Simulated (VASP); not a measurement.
Here is a VASP 6.6.1 calculation.

File INCAR:

```
PREC     = Accurate       # precision mode
ENCUT    = 520            # plane-wave cutoff, eV
EDIFF    = 1E-6           # SCF threshold, eV
ISMEAR   = 0              # smearing method
SIGMA    = 0.1            # smearing width, eV
LREAL    = False          # projectors in reciprocal space
LASPH    = True           # aspherical terms in the spheres
NELM     = 60             # most SCF steps
ALGO     = Normal         # electronic algorithm
ISIF     = 2              # what is computed and relaxed
LWAVE    = False          # write WAVECAR
LCHARG   = False          # write CHGCAR
LDIPOL   = True         
IDIPOL   = 3            
DIPOL    = 0.5 0.5 0.491
GGA      = PS             # functional
NBANDS   = 32             # bands
```

KPOINTS

```
regular mesh
0
Gamma
  10 10 1
```

File POSCAR:

```
Al3Ni3O
1.0
    2.8621655520      0.0000000000      0.0000000000
    0.0000000000      2.8621655520      0.0000000000
    0.0000000000      0.0000000000     26.1554138800
Ni Al O
3 3 1
Direct
    0.5000000000      0.5000000000      0.3249805198
    0.5000000000      0.5000000000      0.4344097021
    0.5000000000      0.5000000000      0.5423433576
    0.0000000000      0.0000000000      0.3796951110
    0.0000000000      0.0000000000      0.4884436526
    0.0000000000      0.0000000000      0.6005574804
    0.0000000000      0.0000000000      0.6652000560
```

Potentials or basis: VASP PAW PBE potentials, release 64 (Ni, Al, O).

Command:

```bash
$ cat potpaw_PBE.64/Ni/POTCAR potpaw_PBE.64/Al/POTCAR potpaw_PBE.64/O/POTCAR > POTCAR
$ mpirun -np 1 vasp_std > vasp.out
```

Problem. Estimate the largest force.

Solution. 1.085 eV/Å.

Problem. Predict the band gap on the k mesh.

Solution. Zero (an odd number of electrons rules out a gap without spin polarisation).

Forces in eV/Å, atoms in the order of the input:
```
Ni   0.000  0.000  0.733
Ni   0.000  0.000  0.346
Ni   0.000  0.000  0.033
Al   0.000  0.000 -1.085
Al   0.000  0.000  0.012
Al   0.000  0.000 -0.150
O    0.000  0.000  0.111
```

Caveat: the PAW data sets were made with another functional, which shifts forces and pressure a little; an odd number of electrons without spin polarisation forces a metal; a magnetic or distorted state may lie lower; the run has no spin polarisation, though such a crystal can be magnetic. Spin polarisation is off, so any magnetic state and its effect on volume and gap are missing.
